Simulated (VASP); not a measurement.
## BaTa3: single point with PBE

The system is BaTa3.

```
Ba Ta
1.0
     4.40901    0.00000    0.00000
     0.00000    4.40901    0.00000
     0.00000    0.00000    4.40901
Ba Ta
1 3
Direct
  0.00000 0.00000 0.00000
  0.00000 0.50000 0.50000
  0.50000 0.00000 0.50000
  0.50000 0.50000 0.00000
```

```
Program                : VASP 6.6.1
Task                   : single point
Functional             : PBE
Potentials or basis    : VASP PAW PBE potentials, release 64 (Ba_sv, Ta_pv)
Cutoff                 : 520 eV
k mesh                 : 4 × 4 × 4
Occupations            : gaussian, width 0.1 eV
Spin                   : no spin polarisation
Dipole correction      : no
Further INCAR settings : ALGO = Normal; EDIFF = 1e-06; NBANDS = 30
```

```json
{
 "Pressure": "4.3 GPa"
}
```

Levels at points of the mesh, in eV from the Fermi level:
```
           k point  band 18  band 19  band 20  band 21  band 22  band 23  band 24  band 25
(0.00, 0.00, 0.00)    -3.05    -3.05    -3.04     0.47     0.47     0.47     2.99     2.99
(0.50, 0.00, 0.00)    -1.69    -1.25    -1.05    -1.05    -0.33    -0.33     0.77     0.78
(0.50, 0.50, 0.00)    -0.99    -0.99    -0.73    -0.65    -0.47    -0.47    -0.22     0.72
(0.50, 0.50, 0.50)    -0.37    -0.37    -0.37    -0.09     0.40     0.40     0.40     0.90
```

Run time: 29 s on 1 thread of Intel(R) Xeon(R) Platinum 8488C (Sapphire Rapids), on a shared host, peak memory 0.21 GiB.

Caveat: spin-orbit coupling is left out, which moves the levels of the heavy elements.
